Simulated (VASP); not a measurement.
# SiC (P6_3mc) in VASP: notebook, part 2 of 3

VASP 6.6.1. The steps go on from the part before.

## Step 3: Phonons, r2SCAN

This run uses another cell than the first one, of 9.93 Å³/atom, 1.018 times its volume.

The input, INCAR:

```
  PREC = Accurate
  ENCUT = 520
  EDIFF = 1E-8
  ISMEAR = 0
  SIGMA = 0.01
  LREAL = False
  LASPH = True
  NELM = 100
  ALGO = Normal
  ISIF = 2
  LWAVE = False
  LCHARG = False
  METAGGA = R2SCAN
  LMIXTAU = True
  NBANDS = 16
  IBRION = 6
  NFREE = 2
  POTIM = 0.015
  NSW = 1
```

The input, KPOINTS:

```
Automatic mesh
0
Gamma
  8 8 6
```

The input, POSCAR:

```
SiC
1.0
    3.0344044248      0.0000000000      0.0000000000
   -1.5172022124      2.6278713172      0.0000000000
    0.0000000000      0.0000000000      4.9790037382
Si C
2 2
Direct
    0.3333333333      0.6666666667      0.0046123117
    0.6666666667      0.3333333333      0.5046123117
    0.3333333333      0.6666666667      0.3803876883
    0.6666666667      0.3333333333      0.8803876883
```

Potentials or basis: VASP PAW PBE potentials, release 64 (Si, C).

Started as:

```sh
cat potpaw_PBE.64/Si/POTCAR potpaw_PBE.64/C/POTCAR > POTCAR
mpirun -np 1 vasp_std > vasp.out
```

OUTCAR:

```text
PREC = Accurate
   ENCUT = 520
   EDIFF = 1E-8
   ISMEAR = 0
   LREAL = False
   LASPH = True
   NELM = 100
   ISIF = 2
   METAGGA = R2SCAN
   IBRION = 6
   NFREE = 2
   POTIM = 0.015
   NSW = 1

 ion  position               nearest neighbor table
   1  0.333  0.667  0.005-   4 1.86   4 1.86   4 1.86   3 1.87   2 3.04   2 3.04   2 3.04   2 3.04
                             2 3.04   2 3.04
   2  0.667  0.333  0.505-   3 1.86   3 1.86   3 1.86   4 1.87   1 3.04   1 3.04   1 3.04   1 3.04
                             1 3.04   1 3.04
   3  0.333  0.667  0.380-   2 1.86   2 1.86   2 1.86   1 1.87
   4  0.667  0.333  0.880-   1 1.86   1 1.86   1 1.86   2 1.87

  LATTYP: Found a hexagonal cell.
 ALAT       =     3.0344044248
 C/A-ratio  =     1.6408504079

  Lattice vectors:

 A1 = (   3.0344044248,   0.0000000000,   0.0000000000)
 A2 = (  -1.5172022124,   2.6278713172,   0.0000000000)
 A3 = (   0.0000000000,   0.0000000000,   4.9790037382)

Analysis of symmetry for initial positions (statically):
=====================================================================
 Subroutine PRICEL returns:
 Original cell was already a primitive cell.

 Routine SETGRP: Setting up the symmetry group for a
 hexagonal supercell.

 Subroutine GETGRP returns: Found 12 space group operations
 (whereof  6 operations were pure point group operations)
 out of a pool of 24 trial point group operations.

The static configuration has the point symmetry C_3v.
 The point group associated with its full space group is C_6v.

Analysis of symmetry for dynamics (positions and initial velocities):
=====================================================================
 Subroutine PRICEL returns:
 Original cell was already a primitive cell.

 Routine SETGRP: Setting up the symmetry group for a
 hexagonal supercell.

 Subroutine GETGRP returns: Found 12 space group operations
 (whereof  6 operations were pure point group operations)
 out of a pool of 24 trial point group operations.

The dynamic configuration has the point symmetry C_3v.
 The point group associated with its full space group is C_6v.

 Subroutine INISYM returns: Found 12 space group operations
 (whereof  6 operations are pure point group operations),
 and found     1 'primitive' translations

----------------------------------------------------------------------------------------

                                     Primitive cell

  volume of cell :      39.7027

  direct lattice vectors                    reciprocal lattice vectors
     3.034404425  0.000000000  0.000000000     0.329553962  0.190268069  0.000000000
    -1.517202212  2.627871317  0.000000000     0.000000000  0.380536137  0.000000000
     0.000000000  0.000000000  4.979003738     0.000000000  0.000000000  0.200843392

  length of vectors
     3.034404425  3.034404425  4.979003738     0.380536137  0.380536137  0.200843392

  position of ions in fractional coordinates (direct lattice)
     0.333333333  0.666666667  0.004612312
[... 113 lines left out ...]
 finite differences with symmetry
 non-spin polarized calculation
 Gauss-broadening in eV      SIGMA  =   0.01
  energy-cutoff  :      520.00
  volume of cell :       39.70
 maximum number of plane-waves:      1099
 NGX is ok and might be reduce to    24
   NGX = 11   NGY = 11   NGZ = 19

--------------------------------------- Ionic step        1  -------------------------------------------

 number of electron      15.9999998 magnetization

 Free energy of the ion-electron system (eV)
  ---------------------------------------------------
  ext. energy  EPLUGINS =         0.00000000
  ---------------------------------------------------
  free energy    TOTEN  =       -38.58870009 eV

  energy without entropy =      -38.58870009  energy(sigma->0) =      -38.58870009

------------------------ aborting loop because EDIFF is reached ----------------------------------------

  FORCE on cell =-STRESS in cart. coord.  units (eV):
  Direction    XX          YY          ZZ          XY          YZ          ZX
  --------------------------------------------------------------------------------------
  -------------------------------------------------------------------------------------
  Total        2.4241275      2.4241275      2.4236113      0.0000000      0.0000000      0.0000000
  in kB       97.8241394     97.8241394     97.8033083      0.0000000      0.0000000      0.0000000
  external PRESSURE =      97.8171957 kB  Pullay stress =       0.0000000 kB
[... 291 lines left out ...]
--------------------------------------- Ionic step        9  -------------------------------------------

 number of electron      15.9999998 magnetization

 Free energy of the ion-electron system (eV)
  ---------------------------------------------------
  ext. energy  EPLUGINS =         0.00000000
  ---------------------------------------------------
  free energy    TOTEN  =       -38.58553953 eV

  energy without entropy =      -38.58553953  energy(sigma->0) =      -38.58553953

 E-fermi :   8.7697     XC(G=0): -12.1120

 val. band max:        8.6329300110   @ k =   0.0000   0.0000   0.0000
 cond. band min:      11.4450499062   @ k =   0.3750   0.2500   0.0000
 fundamental gap:      2.8121198952
 Fermi energy:         8.7697272699

 k-point     1 :       0.0000    0.0000    0.0000
  band No.  band energies     occupation
      1      -8.0761      2.00000
      2      -4.2807      2.00000
      3      -0.6423      2.00000
      4       7.2199      2.00000
      5       7.2199      2.00000
      6       8.4512      2.00000
[... 433 lines left out ...]
      3       0.6080      2.00000
      4       1.9233      2.00000
      5       4.3239      2.00000
      6       5.7224      2.00000
[... 8 lines left out ...]
     15      21.5691      0.00000
     16      22.0530      0.00000

 [... further k-points ...]
[... 5 lines left out ...]
  --------------------------------------------------------------------------------------
  -------------------------------------------------------------------------------------
  Total        2.3370678      2.3370678      2.6064091      0.0000000      0.0000000     -0.0000000
  in kB       94.3108979     94.3108979    105.1799966      0.0000000      0.0000000     -0.0000000
  external PRESSURE =      97.9339308 kB  Pullay stress =       0.0000000 kB
[... 19 lines left out ...]
  FREE ENERGIE OF THE ION-ELECTRON SYSTEM (eV)
  ---------------------------------------------------
  free  energy   TOTEN  =       -38.5855395343 eV

  energy  without entropy=      -38.5855395343  energy(sigma->0) =      -38.58553953

 INTERNAL STRAIN TENSORS FROM DISPLACED ATOMS
 ============================================

 INTERNAL STRAIN TENSOR FOR ION    1 for displacements in x,y,z  (eV/Angst):
          X           Y           Z          XY          YZ          ZX
  --------------------------------------------------------------------------------
  x     0.00000     0.00000     0.00000    -9.23470     0.00000    -6.73138
  y    -9.23470     9.23470     0.00000     0.00000    -6.73138     0.00000
  z    -5.91966    -5.91966    11.46383     0.00000    -0.00000     0.00000

 INTERNAL STRAIN TENSOR FOR ION    4 for displacements in x,y,z  (eV/Angst):
          X           Y           Z          XY          YZ          ZX
  --------------------------------------------------------------------------------
  x     0.00000     0.00000     0.00000    11.21922     0.00000     6.73057
  y    11.21922   -11.21922     0.00000     0.00000     6.73057     0.00000
  z     5.92143     5.92143   -11.46172     0.00000     0.00000     0.00000

 Eigenvectors and eigenvalues of the dynamical matrix
 ----------------------------------------------------

   1 f  =   26.580638 THz   167.011074 2PiTHz  886.634643 cm-1   109.928636 meV
             X         Y         Z           dx          dy          dz
     -0.000000  1.751914  0.022965     0.000000    0.000000    0.002758
      1.517202  0.875957  2.512467     0.000000    0.000000   -0.002758
     -0.000000  1.751914  1.893952    -0.000000   -0.000000   -0.707101
      1.517202  0.875957  4.383454    -0.000000   -0.000000    0.707101
[... 71 lines left out ...]
  12 f/i=    0.000802 THz     0.005041 2PiTHz    0.026759 cm-1     0.003318 meV
             X         Y         Z           dx          dy          dz
     -0.000000  1.751914  0.022965     0.000000   -0.000000    0.591783
      1.517202  0.875957  2.512467     0.000000   -0.000000    0.591783
     -0.000000  1.751914  1.893952     0.000000   -0.000000    0.387031
      1.517202  0.875957  4.383454     0.000000   -0.000000    0.387031

 ELASTIC MODULI CONTR FROM IONIC RELAXATION (kBar)
 Direction    XX          YY          ZZ          XY          YZ          ZX
 --------------------------------------------------------------------------------
 XX        -603.6891    323.9546    270.7972      0.0000     -0.0000     -0.0000
 YY         323.9546   -603.6891    270.7972     -0.0000      0.0000      0.0000
 ZZ         270.7972    270.7972   -524.2908     -0.0000      0.0000     -0.0000
 XY           0.0000     -0.0000     -0.0000   -463.8218     -0.0000      0.0000
 YZ          -0.0000      0.0000      0.0000     -0.0000   -167.9686     -0.0000
 ZX          -0.0000      0.0000     -0.0000      0.0000     -0.0000   -167.9685
 --------------------------------------------------------------------------------
```

stdout:

```text
POSCAR found type information on POSCAR SiC
 POSCAR found :  2 types and       4 ions
 scaLAPACK will be used
 -----------------------------------------------------------------------------
|                                                                             |
|                                                                             |
|     You enforced a specific xc type in the INCAR file but a different       |
|     I HOPE YOU KNOW WHAT YOU ARE DOING!                                     |
|                                                                             |
 -----------------------------------------------------------------------------

 LDA part: xc-table for (None), standard interpolation
 POSCAR, INCAR and KPOINTS ok, starting setup
 FFT: planning ... GRIDC
 FFT: planning ... GRID_SOFT
 FFT: planning ... GRID
 WAVECAR not read
 entering main loop
 Found     4 degrees of freedom:
 Finite differences POTIM= 0.01500 DOF=   4
 bond charge predicted
 Finite differences progress:
 bond charge predicted
 Finite differences progress:
 bond charge predicted
 Finite differences progress:
 bond charge predicted
 Finite differences progress:
 bond charge predicted
 Finite differences progress:
 bond charge predicted
 Finite differences progress:
 bond charge predicted
 Finite differences progress:
 bond charge predicted
 Finite differences progress:
```

It took 29 min on 1 thread of AMD EPYC 7R13 (Zen 3), shared host; peak memory 0.28 GiB.

What came out:

| Item | Value |
| --- | --- |
| Highest phonon frequency at Γ, LO-TO splitting left out | 887 cm⁻¹ |

Phonon frequencies in cm⁻¹ (negative: imaginary):
```
              q point                                frequencies
(0.000, 0.000, 0.000)  0 0 0 271 271 627 806 806 809 839 839 887
```

Caveat: the cell wasn't relaxed at this level first, which shifts response properties; the PAW data sets were made with another functional, which shifts forces and pressure a little.

## Step 4: Phonons, r2SCAN

This run uses another cell than the first one, of 10.34 Å³/atom, 1.061 times its volume.

The input, INCAR:

```
PREC = Accurate ; ENCUT = 520
EDIFF = 1E-8 ; ISMEAR = 0
SIGMA = 0.01 ; LREAL = False
LASPH = True ; NELM = 100
ALGO = Normal ; ISIF = 2
LWAVE = False ; LCHARG = False
METAGGA = R2SCAN ; LMIXTAU = True
NBANDS = 16 ; IBRION = 6
NFREE = 2 ; POTIM = 0.015
NSW = 1
```

KPOINTS is that of step 3.

The input, POSCAR:

```
SiC
1.0
    3.0753362635      0.0000000000      0.0000000000
   -1.5376681317      2.6633193293      0.0000000000
    0.0000000000      0.0000000000      5.0482167624
Si C
2 2
Direct
    0.3333333333      0.6666666667      0.0045985930
    0.6666666667      0.3333333333      0.5045985930
    0.3333333333      0.6666666667      0.3804014070
    0.6666666667      0.3333333333      0.8804014070
```

Potentials or basis: VASP PAW PBE potentials, release 64 (Si, C).

Started as:

```sh
cat potpaw_PBE.64/Si/POTCAR potpaw_PBE.64/C/POTCAR > POTCAR
mpirun -np 1 vasp_std > vasp.out
```

OUTCAR:

```text
PREC = Accurate
   ENCUT = 520
   EDIFF = 1E-8
   ISMEAR = 0
   LREAL = False
   LASPH = True
   NELM = 100
   ISIF = 2
   METAGGA = R2SCAN
   IBRION = 6
   NFREE = 2
   POTIM = 0.015
   NSW = 1

 ion  position               nearest neighbor table
   1  0.333  0.667  0.005-   4 1.88   4 1.88   4 1.88   3 1.90   2 3.09   2 3.09   2 3.09   2 3.09
                             2 3.09   2 3.09
   2  0.667  0.333  0.505-   3 1.88   3 1.88   3 1.88   4 1.90   1 3.09   1 3.09   1 3.09   1 3.09
                             1 3.09   1 3.09
   3  0.333  0.667  0.380-   2 1.88   2 1.88   2 1.88   1 1.90
   4  0.667  0.333  0.880-   1 1.88   1 1.88   1 1.88   2 1.90

  LATTYP: Found a hexagonal cell.
 ALAT       =     3.0753362635
 C/A-ratio  =     1.6415170017

  Lattice vectors:

 A1 = (   3.0753362635,   0.0000000000,   0.0000000000)
[... 972 lines left out ...]
  external PRESSURE =      -1.7713522 kB  Pullay stress =       0.0000000 kB
[... 19 lines left out ...]
  FREE ENERGIE OF THE ION-ELECTRON SYSTEM (eV)
  ---------------------------------------------------
  free  energy   TOTEN  =       -38.6340376423 eV

  energy  without entropy=      -38.6340376423  energy(sigma->0) =      -38.63403764

 INTERNAL STRAIN TENSORS FROM DISPLACED ATOMS
 ============================================

 INTERNAL STRAIN TENSOR FOR ION    1 for displacements in x,y,z  (eV/Angst):
          X           Y           Z          XY          YZ          ZX
  --------------------------------------------------------------------------------
  x    -0.00000     0.00000     0.00000    -7.26647    -0.00000    -5.44613
  y    -7.26647     7.26647     0.00000     0.00000    -5.44613    -0.00000
  z    -4.60103    -4.60103     8.72278    -0.00000     0.00000     0.00000

 INTERNAL STRAIN TENSOR FOR ION    4 for displacements in x,y,z  (eV/Angst):
          X           Y           Z          XY          YZ          ZX
  --------------------------------------------------------------------------------
  x     0.00000    -0.00000     0.00000     9.17575     0.00000     5.44702
  y     9.17575    -9.17575     0.00000    -0.00000     5.44702     0.00000
  z     4.60289     4.60289    -8.71820     0.00000     0.00000    -0.00000

 Eigenvectors and eigenvalues of the dynamical matrix
 ----------------------------------------------------

   1 f  =   25.384282 THz   159.494147 2PiTHz  846.728500 cm-1   104.980907 meV
             X         Y         Z           dx          dy          dz
     -0.000000  1.775546  0.023215    -0.000000    0.000000   -0.035739
      1.537668  0.887773  2.547323    -0.000000    0.000000    0.035739
     -0.000000  1.775546  1.920349     0.000000   -0.000000   -0.706203
      1.537668  0.887773  4.444457     0.000000   -0.000000    0.706203
[... 71 lines left out ...]
  12 f/i=    0.000420 THz     0.002638 2PiTHz    0.014005 cm-1     0.001736 meV
             X         Y         Z           dx          dy          dz
     -0.000000  1.775546  0.023215    -0.000000   -0.000000    0.591789
      1.537668  0.887773  2.547323    -0.000000   -0.000000    0.591789
     -0.000000  1.775546  1.920349    -0.000000   -0.000000    0.387022
      1.537668  0.887773  4.444457    -0.000000   -0.000000    0.387022

 ELASTIC MODULI CONTR FROM IONIC RELAXATION (kBar)
 Direction    XX          YY          ZZ          XY          YZ          ZX
 --------------------------------------------------------------------------------
 XX        -416.6575    238.8323    168.4850     -0.0000      0.0000      0.0000
 YY         238.8323   -416.6575    168.4850     -0.0000     -0.0000     -0.0000
 ZZ         168.4850    168.4850   -319.2709      0.0000      0.0000     -0.0000
 XY          -0.0000     -0.0000      0.0000   -327.7449     -0.0000      0.0000
 YZ          -0.0000      0.0000      0.0000     -0.0000   -115.6403     -0.0000
 ZX           0.0000     -0.0000     -0.0000      0.0000     -0.0000   -115.6402
 --------------------------------------------------------------------------------
```

It took 38 min on 1 thread of Oxide Virtual Turin-like, shared host; peak memory 0.28 GiB.

What came out:

```
Highest phonon frequency at Γ, LO-TO splitting left out : 847 cm⁻¹
```

Phonon frequencies in cm⁻¹ (negative: imaginary):
```csv
q point,frequencies
"(0.000, 0.000, 0.000)",0 0 0 271 271 604 764 764 772 802 802 847
```

Caveat: the PAW data sets were made with another functional, which shifts forces and pressure a little.

(Part 2 of 3 ends here.)
